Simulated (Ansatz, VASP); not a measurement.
# Two plane-wave programs on NbTe

```
Te Nb
1.0
     3.67812    0.00000    0.00000
    -1.83906    3.18535    0.00000
     0.00000    0.00000    3.66942
Te Nb
1 1
Cartesian
  1.8391 1.0618 0.0000
  0.0000 0.0000 1.8347
```

Alike in both runs: task single point; functional r2SCAN; k mesh 8 × 8 × 7; occupations fermi-dirac, width 0.05 eV; no spin polarisation.

|  | VASP | Ansatz |
| --- | --- | --- |
| version | VASP 6.6.1 | Ansatz 0.2.0 |
| potentials or method | VASP PAW PBE potentials, release 64 (Te, Nb_sv) | Ansatz PAW |
| plane-wave cutoff (eV) | 520 | 500 |
| valence electrons in the cell | 19 | 29 |

VASP gave:

* gap on the k mesh at the Fermi level (eV): none
* pressure (GPa): 0.9
* traceless stress, the component that is largest in VASP (GPa): 0.30

Question: Which values does Ansatz return?

Answer: gap on the k mesh at the Fermi level (eV): none; pressure (GPa): 1.1; traceless stress, the component that is largest in VASP (GPa): 0.35.

VASP's potentials were made for PBE, not for r2SCAN. A gap of «none» marks a metal or a gap that the smearing closes. With one functional, cell and mesh, what is left measures potentials, basis and numerics. VASP's potentials hold 19 valence electrons a cell and Ansatz's 29, so a difference there can come from the potentials and not from the codes.

Neither program's run includes spin-orbit coupling.
